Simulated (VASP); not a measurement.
Wanted: the native input for a VASP 6.6.1 run.

| Quantity | Value |
| --- | --- |
| Task | single point |
| Functional | PBEsol |
| Potentials or basis | VASP PAW PBE potentials, release 64 (Be) |
| Cutoff | 600 eV |
| k mesh | 10 × 10 × 10 |
| Occupations | methfessel-paxton, width 0.05 eV |
| Spin | no spin polarisation |
| Dipole correction | no |
| Further INCAR settings | ALGO = Normal; EDIFF = 1e-06; NBANDS = 7 |

The structure of Be lies in POSCAR:

```
Be
1.0
   -1.2177363651      1.2177363651      1.2177363651
    1.2177363651     -1.2177363651      1.2177363651
    1.2177363651      1.2177363651     -1.2177363651
Be
1
Direct
    0.0000000000      0.0000000000      0.0000000000
```

This isn't the form of Be at room conditions, which is hcp.

These files were run (other wordings do the same):

INCAR

```
SYSTEM = Be
PREC = Accurate ; ENCUT = 600
EDIFF = 1E-6 ; ISMEAR = 1
SIGMA = 0.05 ; LREAL = .FALSE.
LASPH = .TRUE. ; NELM = 120
ALGO = Normal ; ISIF = 2
LWAVE = .FALSE. ; LCHARG = .TRUE.
GGA = PS ; LELF = .TRUE.
LVHAR = .TRUE. ; NBANDS = 7
GGA_COMPAT = .FALSE.
```

KPOINTS

```
Automatic mesh
0
G
  10 10 10
  0 0 0
```

Potentials or basis: VASP PAW PBE potentials, release 64 (Be).

Command:

```bash
$ cat potpaw_PBE.64/Be/POTCAR > POTCAR
$ mpirun -np 1 vasp_std > vasp.out
```

It gave:

```
Pressure               : 10.4 GPa
Band gap on the k mesh : zero (bands 1 and 2 overlap by 5.36 eV)
```

Caveat: the k points lie up to 0.36 Å⁻¹ apart, too coarse for converged energies and pressures of a metal; the PAW data sets were made with another functional, which shifts forces and pressure a little.

It took 2.3 s on 1 thread of Intel(R) Xeon(R) Platinum 8488C (Sapphire Rapids), on a shared host, peak memory 0.11 GiB.
